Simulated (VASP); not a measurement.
# Ni (Fd-3m) in VASP: further runs

Runs on Ni. Level: PBE. Tasks: single point.

Everything below comes from runs of VASP 6.6.1. Logs are shortened: lines on timing, memory, paths and dates and some standing lists are left out, and cuts for length are marked.

### Step 1. The cell of the first run

It takes space group Fd-3m (No. 227, cubic). Conventional cell: a = 5.167 Å, b = 5.167 Å, c = 5.167 Å, α = 90.00°, β = 90.00°, γ = 90.00°. Ni (site symmetry -43m) has 4 Ni at 2.24 Å within 3.0 Å.

This isn't the form of Ni at room conditions, which is fcc.

### Step 2. Single point, PBE, collinear spin, ferromagnetic start (17.25 Å³/atom)

INCAR reads:

```
ALGO = Normal
EDIFF = 1E-6
ENCUT = 520
GGA = PE
ISIF = 2
ISMEAR = -1
ISPIN = 2
LASPH = True
LCHARG = True
LELF = True
LMAXMIX = 4
LORBIT = 11
LREAL = False
LVHAR = True
LWAVE = False
MAGMOM = 0.839 0.839
NBANDS = 21
NELM = 150
PREC = Accurate
SIGMA = 0.05
```

KPOINTS reads:

```
k-points
0
Gamma
  17 17 17
```

POSCAR reads:

```
Ni
1.0
    0.0000000000      2.5836753247      2.5836753247
    2.5836753247      0.0000000000      2.5836753247
    2.5836753247      2.5836753247      0.0000000000
Ni
2
Direct
    0.1250000000      0.1250000000      0.1250000000
    0.8750000000      0.8750000000      0.8750000000
```

Potentials or basis: VASP PAW PBE potentials, release 64 (Ni).

Command:

```
> cat potpaw_PBE.64/Ni/POTCAR > POTCAR
> mpirun -np 1 vasp_std > vasp.out
```

OUTCAR:

```text
EDIFF = 1E-6
   ENCUT = 520
   GGA = PE
   ISIF = 2
   ISMEAR = -1
   ISPIN = 2
   LASPH = True
   LORBIT = 11
   LREAL = False
   NELM = 150
   PREC = Accurate

 ion  position               nearest neighbor table
   1  0.125  0.125  0.125-   2 2.24   2 2.24   2 2.24   2 2.24
   2  0.875  0.875  0.875-   1 2.24   1 2.24   1 2.24   1 2.24

  LATTYP: Found a face centered cubic cell.
 ALAT       =     5.1673506494

  Lattice vectors:

 A1 = (   0.0000000000,   2.5836753247,   2.5836753247)
 A2 = (   2.5836753247,   0.0000000000,   2.5836753247)
 A3 = (   2.5836753247,   2.5836753247,   0.0000000000)

Analysis of symmetry for initial positions (statically):
=====================================================================
 Subroutine PRICEL returns:
 Original cell was already a primitive cell.

 Routine SETGRP: Setting up the symmetry group for a
 face centered cubic supercell.

 Subroutine GETGRP returns: Found 48 space group operations
 (whereof 12 operations were pure point group operations)
 out of a pool of 48 trial point group operations.

The static configuration has the point symmetry D_3d.
 The point group associated with its full space group is O_h .

Analysis of symmetry for dynamics (positions and initial velocities):
=====================================================================
 Subroutine PRICEL returns:
 Original cell was already a primitive cell.

 Routine SETGRP: Setting up the symmetry group for a
 face centered cubic supercell.

 Subroutine GETGRP returns: Found 48 space group operations
 (whereof 12 operations were pure point group operations)
 out of a pool of 48 trial point group operations.

The dynamic configuration has the point symmetry D_3d.
 The point group associated with its full space group is O_h .

Analysis of structural, dynamic, and magnetic symmetry:
=====================================================================
 Subroutine PRICEL returns:
 Original cell was already a primitive cell.

 Routine SETGRP: Setting up the symmetry group for a
 face centered cubic supercell.

 Subroutine GETGRP returns: Found 48 space group operations
 (whereof 12 operations were pure point group operations)
 out of a pool of 48 trial point group operations.

The overall configuration has the point symmetry D_3d.
 The point group associated with its full space group is O_h .

 Subroutine INISYM returns: Found 48 space group operations
 (whereof 12 operations are pure point group operations),
 and found     1 'primitive' translations

----------------------------------------------------------------------------------------

                                     Primitive cell

  volume of cell :      34.4940

  direct lattice vectors                    reciprocal lattice vectors
     0.000000000  2.583675325  2.583675325    -0.193522768  0.193522768  0.193522768
     2.583675325  0.000000000  2.583675325     0.193522768 -0.193522768  0.193522768
     2.583675325  2.583675325  0.000000000     0.193522768  0.193522768 -0.193522768

  length of vectors
     3.653868685  3.653868685  3.653868685     0.335191266  0.335191266  0.335191266

  position of ions in fractional coordinates (direct lattice)
     0.125000000  0.125000000  0.125000000
     0.875000000  0.875000000  0.875000000

  ion indices of the primitive-cell ions
   primitive index   ion index
                 1           1
                 2           2

----------------------------------------------------------------------------------------

 KPOINTS: k-points

Automatic generation of k-mesh.
 Grid dimensions read from file:
 generate k-points for:   17   17   17

 Generating k-lattice:

  Cartesian coordinates                     Fractional coordinates (reciprocal lattice)
    -0.011383692  0.011383692  0.011383692     0.058823529  0.000000000  0.000000000
     0.011383692 -0.011383692  0.011383692     0.000000000  0.058823529  0.000000000
     0.011383692  0.011383692 -0.011383692     0.000000000  0.000000000  0.058823529

  Length of vectors
     0.019717133  0.019717133  0.019717133

  Shift w.r.t. Gamma in fractional coordinates (k-lattice)
     0.000000000  0.000000000  0.000000000

 Subroutine IBZKPT returns following result:
 ===========================================

 Found    165 irreducible k-points:

 Following reciprocal coordinates:
            Coordinates               Weight
  0.000000  0.000000  0.000000      1.000000
  0.058824  0.000000  0.000000      8.000000
  0.117647  0.000000  0.000000      8.000000
  0.176471  0.000000  0.000000      8.000000
  0.235294  0.000000  0.000000      8.000000
  0.294118  0.000000  0.000000      8.000000
[... 16 lines left out ...]
 -0.176471  0.058824  0.000000     24.000000
 -0.117647  0.058824  0.000000     24.000000
 [... further k-points ...]
   k-points           NKPTS =    165   k-points in BZ     NKDIM =    165   number of bands    NBANDS=     21
   number of dos      NEDOS =    301   number of ions     NIONS =      2
   total plane-waves  NPLWV =  21952
   dimension x,y,z NGX =    28 NGY =   28 NGZ =   28
   dimension x,y,z NGXF=    56 NGYF=   56 NGZF=   56
   ions per type =               2
   NGX,Y,Z   is equivalent  to a cutoff of  12.74, 12.74, 12.74 a.u.
   NGXF,Y,Z  is equivalent  to a cutoff of  25.48, 25.48, 25.48 a.u.
 SYSTEM =  unknown system
   PREC   = accura    normal or accurate (medium, high low for compatibility)
   ISTART =      0    job   : 0-new  1-cont  2-samecut
   ICHARG =      2    charge: 1-file 2-atom 10-const
   ISPIN  =      2    spin polarized calculation?
   LNONCOLLINEAR =      F non collinear calculations
   LSORBIT =      F    spin-orbit coupling
   LASPH  =      T    aspherical Exc in radial PAW
   ENCUT  =  520.0 eV  38.22 Ry    6.18 a.u.   6.79  6.79  6.79*2*pi/ulx,y,z
   NELM   =    150;   NELMIN=  2; NELMDL= -5     # of ELM steps
   EDIFF  = 0.1E-05   stopping-criterion for ELM
   LREAL  =      F    real-space projection
   EDIFFG = 0.1E-04   stopping-criterion for IOM
   NSW    =      0    number of steps for IOM
   IBRION =     -1    ionic relax: 0-MD 1-quasi-New 2-CG
   NFREE  =      0    steps in history (QN), initial steepest desc. (CG)
   ISIF   =      2    stress and relaxation
   ISYM   =      2    0-nonsym 1-usesym 2-fastsym
   POTIM  = 0.5000    time-step for ionic-motion
   TEBEG  =    0.0;   TEEND  =   0.0 temperature during run
   PSTRESS=    0.0 pullay stress
   NELECT =      20.0000    total number of electrons
   NUPDOWN=      -1.0000    fix difference up-down
   EMIN   =  10.00;   EMAX   =-10.00  energy-range for DOS
   EFERMI =   0.00;   METHOD = LEGACY
   ISMEAR =    -1;   SIGMA  =   0.05  broadening in eV -4-tet -1-fermi 0-gaus
   EFERMI_NEDOS =   21; number of points for ismear=-14 and -15
   IALGO  =     38    algorithm
   IMIX   =      4    mixing-type and parameters
     AMIX     =   0.40;   BMIX     =  1.00
     AMIX_MAG =   1.60;   BMIX_MAG =  1.00
  volume/ion in A,a.u.               =      17.25       116.39
  Fermi-wavevector in a.u.,A,eV,Ry     =   1.365118  2.579699 25.355102  1.863547
  Thomas-Fermi vector in A             =   2.491374
   LORBIT       =     11    0 simple, 1 ext, 2 COOP (PROOUT), +10 PAW based schemes
   GGA     = PE    functional components
   LHFCALC =     F    Hartree Fock is set to
   AEXX    =    0.0000 exact exchange contribution
   IVDW    =     0    specifies the selected vdW correction
   LEPSILON=     F    determine dielectric tensor
   LRPA    =     F    only Hartree local field effects (RPA)
 spin polarized calculation
  energy-cutoff  :      520.00
  volume of cell :       34.49
 maximum number of plane-waves:       946
   NGX = 13   NGY = 13   NGZ = 13

 number of electron      20.0000023 magnetization       1.5879397

 Free energy of the ion-electron system (eV)
  ---------------------------------------------------
  ext. energy  EPLUGINS =         0.00000000
  ---------------------------------------------------
  free energy    TOTEN  =        -8.55231900 eV

  energy without entropy =       -8.52075238  energy(sigma->0) =       -8.53653569

 E-fermi :   4.3078     XC(G=0): -10.4602

 val. band max:        4.3043489020   @ k =  -0.4706   0.1176   0.0588
 cond. band min:       4.3094305985   @ k =  -0.4706   0.2941   0.1176
 fundamental gap:      0.0050816965
 Fermi energy:         4.3077627281

 spin component 1

 k-point     1 :       0.0000    0.0000    0.0000
  band No.  band energies     occupation
      1      -2.0346      1.00000
      2       1.2830      1.00000
      3       1.2830      1.00000
      4       1.2938      1.00000
      5       1.2938      1.00000
      6       1.2938      1.00000
[... 13 lines left out ...]
     20      20.9760      0.00000
     21      20.9760      0.00000
[... 529 lines left out ...]
 k-point    24 :      -0.1176    0.0588    0.0000
  band No.  band energies     occupation
      1      -1.6599      1.00000
      2       1.0907      1.00000
      3       1.1957      1.00000
      4       1.3080      1.00000
      5       1.4550      1.00000
      6       1.5401      1.00000
[... 13 lines left out ...]
     20      20.6759      0.00000
     21      21.1118      0.00000

 [... further k-points ...]

 spin component 2

 k-point     1 :       0.0000    0.0000    0.0000
  band No.  band energies     occupation
      1      -2.0328      1.00000
      2       2.0096      1.00000
      3       2.0096      1.00000
      4       2.0497      1.00000
      5       2.0497      1.00000
      6       2.0497      1.00000
[... 13 lines left out ...]
     20      20.9507      0.00000
     21      20.9507      0.00000
[... 529 lines left out ...]
 k-point    24 :      -0.1176    0.0588    0.0000
  band No.  band energies     occupation
      1      -1.6560      1.00000
      2       1.8220      1.00000
      3       1.9315      1.00000
      4       2.0698      1.00000
      5       2.2059      1.00000
      6       2.2948      1.00000
[... 13 lines left out ...]
     20      20.7360      0.00000
     21      21.1210      0.00000

 [... further k-points ...]
[... 5 lines left out ...]
  --------------------------------------------------------------------------------------
  -------------------------------------------------------------------------------------
  Total       -0.6268670     -0.6268670     -0.6268670      0.0000000     -0.0000000     -0.0000000
  in kB      -29.1167016    -29.1167016    -29.1167016      0.0000000     -0.0000000     -0.0000000
  external PRESSURE =     -29.1167016 kB  Pullay stress =       0.0000000 kB

 VOLUME and BASIS-vectors are now :
 -----------------------------------------------------------------------------
  energy-cutoff  :      520.00
  volume of cell :       34.49
      direct lattice vectors                 reciprocal lattice vectors
     0.000000000  2.583675325  2.583675325    -0.193522768  0.193522768  0.193522768
     2.583675325  0.000000000  2.583675325     0.193522768 -0.193522768  0.193522768
     2.583675325  2.583675325  0.000000000     0.193522768  0.193522768 -0.193522768

 POSITION                                       TOTAL-FORCE (eV/Angst)
 -----------------------------------------------------------------------------------
      0.64592      0.64592      0.64592         0.000000     -0.000000      0.000000
      4.52143      4.52143      4.52143        -0.000000      0.000000     -0.000000
 -----------------------------------------------------------------------------------
    total drift:                                0.000000      0.000000      0.000000

  FREE ENERGIE OF THE ION-ELECTRON SYSTEM (eV)
  ---------------------------------------------------
  free  energy   TOTEN  =        -8.5523190004 eV

  energy  without entropy=       -8.5207523795  energy(sigma->0) =       -8.53653569

 total charge

# of ion       s       p       d       tot
------------------------------------------
    1        0.528   0.320   8.320   9.168
    2        0.528   0.320   8.320   9.168
--------------------------------------------------
tot          1.056   0.639  16.640  18.335

 magnetization (x)

# of ion       s       p       d       tot
------------------------------------------
    1       -0.013  -0.016   0.833   0.803
    2       -0.013  -0.016   0.833   0.803
--------------------------------------------------
tot         -0.026  -0.033   1.665   1.606
```

Run time: 3.7 min. Hardware: 1 thread of Oxide Virtual Turin-like, shared host; peak memory 0.25 GiB.

Results:

| Item | Value |
| --- | --- |
| Free energy | -8.5523 eV |
| Pressure | -2.9 GPa |
| Net moment | 1.59 μB per cell |
| Site moments | Ni +0.80 μB |
| Valence electrons inside the program's atomic spheres | Ni 9.17 |

### Step 3. Single point, PBE, collinear spin, ferromagnetic start (17.91 Å³/atom)

This run uses another cell than the first one, of 17.91 Å³/atom.

INCAR reads:

```
PREC     = Accurate       # precision mode
ENCUT    = 520            # plane-wave cutoff, eV
EDIFF    = 1E-6           # SCF threshold, eV
ISMEAR   = -1             # smearing method
SIGMA    = 0.05           # smearing width, eV
LREAL    = False          # projectors in reciprocal space
LASPH    = True           # aspherical terms in the spheres
NELM     = 150            # most SCF steps
ALGO     = Normal         # electronic algorithm
ISIF     = 2              # what is computed and relaxed
LWAVE    = False          # write WAVECAR
LCHARG   = True           # write CHGCAR
ISPIN    = 2              # spin polarisation
MAGMOM   = 0.839 0.839    # initial moments
LORBIT   = 11             # projections on sites
LMAXMIX  = 4              # l up to which the mixer works
GGA      = PE             # functional
LELF     = True           # ELF
LVHAR    = True         
NBANDS   = 21             # bands
```

KPOINTS reads:

```
regular mesh
0
Gamma
  17 17 17
```

POSCAR reads:

```
Ni
1.0
    0.0000000000      2.6163835479      2.6163835479
    2.6163835479      0.0000000000      2.6163835479
    2.6163835479      2.6163835479      0.0000000000
Ni
2
Direct
    0.1250000000      0.1250000000      0.1250000000
    0.8750000000      0.8750000000      0.8750000000
```

Potentials or basis: VASP PAW PBE potentials, release 64 (Ni).

Command:

```
> cat potpaw_PBE.64/Ni/POTCAR > POTCAR
> mpirun -np 1 vasp_std > vasp.out
```

Wall time 3.8 min (1 thread of Oxide Virtual Turin-like, shared host); peak memory 0.26 GiB.

Results (log left out):

```yaml
Free_energy: -8.5150 eV
Pressure: -5.4 GPa
Net_moment: 1.59 μB per cell
Site_moments: Ni +0.81 μB
Valence_electrons_inside_the_program's_atomic_spheres: Ni 9.13
```

Levels at points of the mesh, in eV from the Fermi level:
Spin up:
```csv
k point,band 9,band 10,band 11,band 12,band 13,band 14
"(0.00, 0.00, 0.00)",-1.63,-0.80,-0.80,10.93,10.93,10.93
```
Spin down:
```tsv
k point	band 6	band 7	band 8	band 9	band 10	band 11	band 12	band 13
(0.00, 0.00, 0.00)	-2.15	-0.78	-0.78	-0.78	0.09	0.09	11.08	11.08
```

Caveat: the cell stands under tension.

(Continued in part 2 of 2.)
